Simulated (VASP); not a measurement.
# Hg (P6/mmm) in VASP: notebook

The runs below take Hg through single point, with PBE.

All numbers are computed with VASP 6.6.1; they aren't measurements. Logs are shortened: lines on timing, memory, paths and dates and some standing lists are left out, and cuts for length are marked.

## 1. The cell of the first run

Symmetry: P6/mmm, No. 191, hexagonal system. The conventional cell has a = 2.884 Å, b = 2.884 Å, c = 2.750 Å, α = 90.00°, β = 90.00°, γ = 120.00°. Hg (site symmetry 6/mmm) has 8 Hg at 2.75 to 2.88 Å within 3.6 Å.

## 2. Single point, PBE

Input file INCAR:

```
SYSTEM = Hg
ALGO     = Normal         ! electronic algorithm
EDIFF    = 1E-6           ! SCF threshold, eV
ENCUT    = 520            ! plane-wave cutoff, eV
GGA      = PE             ! functional
ISIF     = 2              ! what is computed and relaxed
ISMEAR   = -1             ! smearing method
LASPH    = .TRUE.         ! aspherical terms in the spheres
LCHARG   = .FALSE.        ! write CHGCAR
LREAL    = .FALSE.        ! projectors in reciprocal space
LWAVE    = .FALSE.        ! write WAVECAR
NBANDS   = 12             ! bands
NELM     = 60             ! most SCF steps
PREC     = Accurate       ! precision mode
SIGMA    = 0.1            ! smearing width, eV
```

Input file KPOINTS:

```
k-points
0
G
  13 13 12
  0 0 0
```

Input file POSCAR:

```
Hg
1.0
    2.8842173923      0.0000000000      0.0000000000
   -1.4421086961      2.4978055318      0.0000000000
    0.0000000000      0.0000000000      2.7495451213
Hg
1
Direct
    0.0000000000      0.0000000000      0.0000000000
```

Potentials or basis: VASP PAW PBE potentials, release 64 (Hg).

On the command line:

```bash
cat potpaw_PBE.64/Hg/POTCAR > POTCAR
mpirun -np 1 vasp_std > vasp.out
```

OUTCAR:

```text
SYSTEM = Hg
   EDIFF = 1E-6
   ENCUT = 520
   GGA = PE
   ISIF = 2
   ISMEAR = -1
   LASPH = .TRUE.
   LREAL = .FALSE.
   NELM = 60
   PREC = Accurate

 ion  position               nearest neighbor table
   1  0.000  0.000  0.000-

  LATTYP: Found a hexagonal cell.
 ALAT       =     2.8842173923
 C/A-ratio  =     0.9533071705

  Lattice vectors:

 A1 = (   2.8842173923,   0.0000000000,   0.0000000000)
 A2 = (  -1.4421086961,   2.4978055318,   0.0000000000)
 A3 = (   0.0000000000,   0.0000000000,   2.7495451213)

Analysis of symmetry for initial positions (statically):
=====================================================================
 Subroutine PRICEL returns:
 Original cell was already a primitive cell.

 Routine SETGRP: Setting up the symmetry group for a
 hexagonal supercell.

 Subroutine GETGRP returns: Found 24 space group operations
 (whereof 24 operations were pure point group operations)
 out of a pool of 24 trial point group operations.

The static configuration has the point symmetry D_6h.

Analysis of symmetry for dynamics (positions and initial velocities):
=====================================================================
 Subroutine PRICEL returns:
 Original cell was already a primitive cell.

 Routine SETGRP: Setting up the symmetry group for a
 hexagonal supercell.

 Subroutine GETGRP returns: Found 24 space group operations
 (whereof 24 operations were pure point group operations)
 out of a pool of 24 trial point group operations.

The dynamic configuration has the point symmetry D_6h.

 Subroutine INISYM returns: Found 24 space group operations
 (whereof 24 operations are pure point group operations),
 and found     1 'primitive' translations

----------------------------------------------------------------------------------------

                                     Primitive cell

  volume of cell :      19.8083

  direct lattice vectors                    reciprocal lattice vectors
     2.884217392  0.000000000  0.000000000     0.346714503  0.200175712  0.000000000
    -1.442108696  2.497805532  0.000000000     0.000000000  0.400351423  0.000000000
     0.000000000  0.000000000  2.749545121     0.000000000  0.000000000  0.363696523

  length of vectors
     2.884217392  2.884217392  2.749545121     0.400351423  0.400351423  0.363696523

  position of ions in fractional coordinates (direct lattice)
     0.000000000  0.000000000  0.000000000

  ion indices of the primitive-cell ions
   primitive index   ion index
                 1           1

----------------------------------------------------------------------------------------

 KPOINTS: k-points

Automatic generation of k-mesh.
 Grid dimensions read from file:
 generate k-points for:   13   13   12

 Generating k-lattice:

  Cartesian coordinates                     Fractional coordinates (reciprocal lattice)
     0.026670346  0.015398132  0.000000000     0.076923077  0.000000000  0.000000000
     0.000000000  0.030796263  0.000000000     0.000000000  0.076923077  0.000000000
     0.000000000  0.000000000  0.030308044     0.000000000  0.000000000  0.083333333

  Length of vectors
     0.030796263  0.030796263  0.030308044

  Shift w.r.t. Gamma in fractional coordinates (k-lattice)
     0.000000000  0.000000000  0.000000000

 Subroutine IBZKPT returns following result:
 ===========================================

 Found    147 irreducible k-points:

 Following reciprocal coordinates:
            Coordinates               Weight
  0.000000  0.000000  0.000000      1.000000
  0.076923 -0.000000  0.000000      6.000000
  0.153846 -0.000000  0.000000      6.000000
  0.230769 -0.000000  0.000000      6.000000
  0.307692 -0.000000  0.000000      6.000000
  0.384615 -0.000000  0.000000      6.000000
[... 16 lines left out ...]
  0.076923 -0.000000  0.083333     12.000000
  0.153846 -0.000000  0.083333     12.000000
 [... further k-points ...]
   k-points           NKPTS =    147   k-points in BZ     NKDIM =    147   number of bands    NBANDS=     12
   number of dos      NEDOS =    301   number of ions     NIONS =      1
   total plane-waves  NPLWV =  11520
   dimension x,y,z NGX =    24 NGY =   24 NGZ =   20
   dimension x,y,z NGXF=    48 NGYF=   48 NGZF=   40
   ions per type =               1
   NGX,Y,Z   is equivalent  to a cutoff of  13.83, 13.83, 12.09 a.u.
   NGXF,Y,Z  is equivalent  to a cutoff of  27.67, 27.67, 24.19 a.u.
 SYSTEM =  Hg
   PREC   = accura    normal or accurate (medium, high low for compatibility)
   ISTART =      0    job   : 0-new  1-cont  2-samecut
   ICHARG =      2    charge: 1-file 2-atom 10-const
   ISPIN  =      1    spin polarized calculation?
   LNONCOLLINEAR =      F non collinear calculations
   LSORBIT =      F    spin-orbit coupling
   LASPH  =      T    aspherical Exc in radial PAW
   ENCUT  =  520.0 eV  38.22 Ry    6.18 a.u.   5.36  5.36  5.11*2*pi/ulx,y,z
   NELM   =     60;   NELMIN=  2; NELMDL= -5     # of ELM steps
   EDIFF  = 0.1E-05   stopping-criterion for ELM
   LREAL  =      F    real-space projection
   EDIFFG = 0.1E-04   stopping-criterion for IOM
   NSW    =      0    number of steps for IOM
   IBRION =     -1    ionic relax: 0-MD 1-quasi-New 2-CG
   NFREE  =      0    steps in history (QN), initial steepest desc. (CG)
   ISIF   =      2    stress and relaxation
   ISYM   =      2    0-nonsym 1-usesym 2-fastsym
   POTIM  = 0.5000    time-step for ionic-motion
   TEBEG  =    0.0;   TEEND  =   0.0 temperature during run
   PSTRESS=    0.0 pullay stress
   NELECT =      12.0000    total number of electrons
   NUPDOWN=      -1.0000    fix difference up-down
   EMIN   =  10.00;   EMAX   =-10.00  energy-range for DOS
   EFERMI =   0.00;   METHOD = LEGACY
   ISMEAR =    -1;   SIGMA  =   0.10  broadening in eV -4-tet -1-fermi 0-gaus
   EFERMI_NEDOS =   21; number of points for ismear=-14 and -15
   IALGO  =     38    algorithm
   IMIX   =      4    mixing-type and parameters
     AMIX     =   0.40;   BMIX     =  1.00
     AMIX_MAG =   1.60;   BMIX_MAG =  1.00
  volume/ion in A,a.u.               =      19.81       133.67
  Fermi-wavevector in a.u.,A,eV,Ry     =   1.385222  2.617690 26.107408  1.918840
  Thomas-Fermi vector in A             =   2.509653
   LORBIT       =      0    0 simple, 1 ext, 2 COOP (PROOUT), +10 PAW based schemes
   GGA     = PE    functional components
   LHFCALC =     F    Hartree Fock is set to
   AEXX    =    0.0000 exact exchange contribution
   IVDW    =     0    specifies the selected vdW correction
   LEPSILON=     F    determine dielectric tensor
   LRPA    =     F    only Hartree local field effects (RPA)
 non-spin polarized calculation
  energy-cutoff  :      520.00
  volume of cell :       19.81
 maximum number of plane-waves:       551
 NGX is ok and might be reduce to    24
   NGX = 11   NGY = 11   NGZ = 11

 number of electron      12.0000000 magnetization

 Free energy of the ion-electron system (eV)
  ---------------------------------------------------
  ext. energy  EPLUGINS =         0.00000000
  ---------------------------------------------------
  free energy    TOTEN  =         0.27794958 eV

  energy without entropy =        0.28688143  energy(sigma->0) =        0.28241550

 E-fermi :   4.5423     XC(G=0): -11.7969

 val. band max:        4.4847022549   @ k =   0.3846   0.2308   0.0833
 cond. band min:       4.5628066973   @ k =   0.4615   0.0000   0.4167
 fundamental gap:      0.0781044423
 Fermi energy:         4.5422880975

 k-point     1 :       0.0000    0.0000    0.0000
  band No.  band energies     occupation
      1      -6.3870      2.00000
      2      -5.1229      2.00000
      3      -3.5037      2.00000
      4      -3.5037      2.00000
      5      -1.6470      2.00000
      6      -1.6470      2.00000
      7      15.5471      0.00000
      8      18.5433      0.00000
      9      20.2009      0.00000
     10      20.2009      0.00000
     11      21.3027      0.00000
     12      25.6364      0.00000

 k-point     2 :       0.0769   -0.0000    0.0000
  band No.  band energies     occupation
      1      -6.2075      2.00000
      2      -5.0805      2.00000
      3      -3.5598      2.00000
      4      -3.4024      2.00000
      5      -1.7181      2.00000
      6      -1.6611      2.00000
      7      15.8159      0.00000
      8      18.0681      0.00000
      9      19.0319      0.00000
     10      19.5474      0.00000
     11      21.6183      0.00000
     12      26.3844      0.00000

 k-point     3 :       0.1538   -0.0000    0.0000
  band No.  band energies     occupation
      1      -5.7249      2.00000
      2      -4.9492      2.00000
      3      -3.6625      2.00000
      4      -3.1123      2.00000
      5      -1.9088      2.00000
      6      -1.7000      2.00000
      7      15.3687      0.00000
      8      16.5904      0.00000
      9      18.1789      0.00000
     10      19.0494      0.00000
     11      21.7315      0.00000
     12      27.3834      0.00000
[... 286 lines left out ...]
 k-point    23 :       0.0769   -0.0000    0.0833
  band No.  band energies     occupation
      1      -6.0579      2.00000
      2      -4.9490      2.00000
      3      -3.5447      2.00000
      4      -3.3883      2.00000
      5      -1.7974      2.00000
      6      -1.7408      2.00000
      7      14.3372      0.00000
      8      18.2609      0.00000
      9      19.3449      0.00000
     10      19.8402      0.00000
     11      23.1825      0.00000
     12      26.2844      0.00000

 k-point    24 :       0.1538   -0.0000    0.0833
  band No.  band energies     occupation
      1      -5.5604      2.00000
      2      -4.8380      2.00000
      3      -3.6458      2.00000
      4      -3.0993      2.00000
      5      -1.9864      2.00000
      6      -1.7816      2.00000
      7      14.9298      0.00000
      8      15.6893      0.00000
      9      18.4466      0.00000
     10      19.2935      0.00000
     11      23.3089      0.00000
     12      27.0438      0.00000

 [... further k-points ...]
[... 5 lines left out ...]
  --------------------------------------------------------------------------------------
  -------------------------------------------------------------------------------------
  Total        3.2978590      3.2978590      3.2979340      0.0000000     -0.0000000      0.0000000
  in kB      266.7443301    266.7443301    266.7503971      0.0000000     -0.0000000      0.0000000
  external PRESSURE =     266.7463525 kB  Pullay stress =       0.0000000 kB

 VOLUME and BASIS-vectors are now :
 -----------------------------------------------------------------------------
  energy-cutoff  :      520.00
  volume of cell :       19.81
      direct lattice vectors                 reciprocal lattice vectors
     2.884217392  0.000000000  0.000000000     0.346714503  0.200175712  0.000000000
    -1.442108696  2.497805532  0.000000000     0.000000000  0.400351423  0.000000000
     0.000000000  0.000000000  2.749545121     0.000000000  0.000000000  0.363696523

 POSITION                                       TOTAL-FORCE (eV/Angst)
 -----------------------------------------------------------------------------------
      0.00000      0.00000      0.00000        -0.000000      0.000000      0.000000
 -----------------------------------------------------------------------------------
    total drift:                               -0.000000      0.000000      0.000000

  FREE ENERGIE OF THE ION-ELECTRON SYSTEM (eV)
  ---------------------------------------------------
  free  energy   TOTEN  =         0.2779495760 eV

  energy  without entropy=        0.2868814259  energy(sigma->0) =        0.28241550
```

It took 15 s on 1 thread of Intel Xeon Platinum 8375C at 2.90GHz (Ice Lake), shared host; peak memory 0.16 GiB.

Results:

```
Free energy            : 0.2779 eV
Pressure               : 26.7 GPa
Band gap on the k mesh : zero (bands 6 and 7 overlap by 5.97 eV)
```

Levels at points of the mesh, in eV from the Fermi level:
| k point | band 4 | band 5 | band 6 | band 7 | band 8 | band 9 |
| --- | --- | --- | --- | --- | --- | --- |
| (0.00, 0.00, 0.00) | -8.05 | -6.19 | -6.19 | 11.00 | 14.00 | 15.66 |
| (0.00, 0.00, 0.50) | -7.26 | -7.26 | -3.36 | -2.40 | 17.00 | 18.77 |

Caveat: the cell stands under pressure; spin-orbit coupling is left out, which moves the levels of the heavy elements.

## 3. Single point, PBE

This run uses another cell than the first one, of 22.64 Å³/atom.

Input file INCAR:

```
SYSTEM = Hg
PREC     = Accurate       ! precision mode
ENCUT    = 520            ! plane-wave cutoff, eV
EDIFF    = 1E-6           ! SCF threshold, eV
ISMEAR   = -1             ! smearing method
SIGMA    = 0.1            ! smearing width, eV
LREAL    = .False.        ! projectors in reciprocal space
LASPH    = .True.         ! aspherical terms in the spheres
NELM     = 60             ! most SCF steps
ALGO     = Normal         ! electronic algorithm
ISIF     = 2              ! what is computed and relaxed
LWAVE    = .False.        ! write WAVECAR
LCHARG   = .True.         ! write CHGCAR
GGA      = PE             ! functional
LELF     = .True.         ! ELF
LVHAR    = .True.       
NBANDS   = 12             ! bands
```

Input file KPOINTS:

```
Automatic mesh
0
Gamma
  13 13 12
  0 0 0
```

Input file POSCAR:

```
Hg
1.0
    3.0238577059      0.0000000000      0.0000000000
   -1.5119288529      2.6187375908      0.0000000000
    0.0000000000      0.0000000000      2.8588151801
Hg
1
Direct
    0.0000000000      0.0000000000      0.0000000000
```

Potentials or basis: VASP PAW PBE potentials, release 64 (Hg).

On the command line:

```bash
cat potpaw_PBE.64/Hg/POTCAR > POTCAR
mpirun -np 1 vasp_std > vasp.out
```

It took 18 s on 1 thread of Intel Xeon Platinum 8375C at 2.90GHz (Ice Lake), shared host; peak memory 0.17 GiB.

Results (log left out):

| Item | Value |
| --- | --- |
| Free energy | -0.0314 eV |
| Pressure | 10.4 GPa |
| Band gap on the k mesh | zero (bands 6 and 7 overlap by 5.51 eV) |

Stress tensor (GPa, compression positive):
```
10.31  0.00  0.00
 0.00 10.31  0.00
 0.00  0.00 10.55
```

Levels at points of the mesh, in eV from the Fermi level:
```csv
k point,band 3,band 4,band 5,band 6,band 7,band 8,band 9,band 10
"(0.00, 0.00, 0.00)",-7.45,-7.45,-6.02,-6.02,10.60,13.75,14.23,14.23
"(0.00, 0.00, 0.50)",-7.27,-6.88,-6.88,-2.57,-2.54,16.58,17.74,18.65
```

Caveat: the cell stands under pressure; spin-orbit coupling is left out, which moves the levels of the heavy elements.

[end of part 1 of 2]

The gap in the log of VASP goes by the Fermi energy; the results here count the filled bands.